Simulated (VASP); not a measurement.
# Nd2ScCl2: single point with PBE

Crystal: Nd2ScCl2.

```xyz
5
Lattice="5.9397 0.0000 0.0000 0.0000 5.9397 0.0000 0.0000 0.0000 9.1276" Properties=species:S:1:pos:R:3 pbc="T T T"
Nd    0.0000    2.9699    0.0000
Nd    2.9699    0.0000    0.0000
Sc    2.9699    2.9699    0.0000
Cl    2.9699    2.9699    6.7380
Cl    2.9699    2.9699    2.3896
```

The cell was generated, and may not be a known phase.

```yaml
Program: VASP 6.6.1
Task: single point
Functional: PBE
Potentials_or_basis: VASP PAW PBE potentials, release 64 (Nd_3, Sc_sv, Cl), 4f in core
Cutoff: 500 eV
k_mesh: 6 × 6 × 4
Occupations: gaussian, width 0.1 eV
Spin: no spin polarisation
```

```yaml
Pressure: 0.0 GPa
Largest_force: 0.029 eV/Å
Band_gap_on_the_k_mesh: zero (an odd number of electrons rules out a gap without spin polarisation)
```

Forces on the atoms (eV/Å):
```
Nd   0.000  0.000  0.000
Nd   0.000  0.000  0.000
Sc   0.000  0.000  0.000
Cl   0.000  0.000 -0.029
Cl   0.000  0.000  0.029
```

Levels at points of the mesh, in eV from the Fermi level:
```tsv
k point	band 19	band 20	band 21	band 22	band 23	band 24	band 25	band 26	band 27	band 28
(0.00, 0.00, 0.00)	-4.50	-4.40	-2.54	-1.60	-0.86	-0.65	0.07	0.07	0.39	0.97
(0.50, 0.00, 0.00)	-4.50	-4.44	-1.63	-0.75	-0.65	0.26	0.40	0.45	0.53	0.62
(0.50, 0.50, 0.00)	-4.67	-4.48	-0.79	-0.79	-0.11	0.13	0.34	0.78	0.92	0.92
(0.00, 0.00, 0.50)	-4.47	-4.47	-2.52	-1.60	-0.85	-0.65	0.05	0.05	0.48	0.99
(0.50, 0.00, 0.50)	-4.64	-4.48	-1.61	-0.75	-0.64	0.24	0.45	0.45	0.52	0.64
(0.50, 0.50, 0.50)	-4.65	-4.65	-0.79	-0.79	-0.13	0.14	0.30	0.78	0.94	0.94
```

It took 3.2 min on 1 thread of Intel(R) Xeon(R) 6975P-C (Granite Rapids), with other jobs on the host, peak memory 0.59 GiB.

Caveat: spin-orbit coupling is left out, which moves the levels of the heavy elements; this functional lacks dispersion, which binds layers or chains, so the pressure and a relaxed spacing across them are unreliable; the 4f electrons are frozen in the core, so they carry no moment and show no levels; the run has no spin polarisation, though such a crystal can be magnetic. With open d or f shells a metallic result of PBE can be an artefact of self-interaction; +U or a hybrid may open a gap.
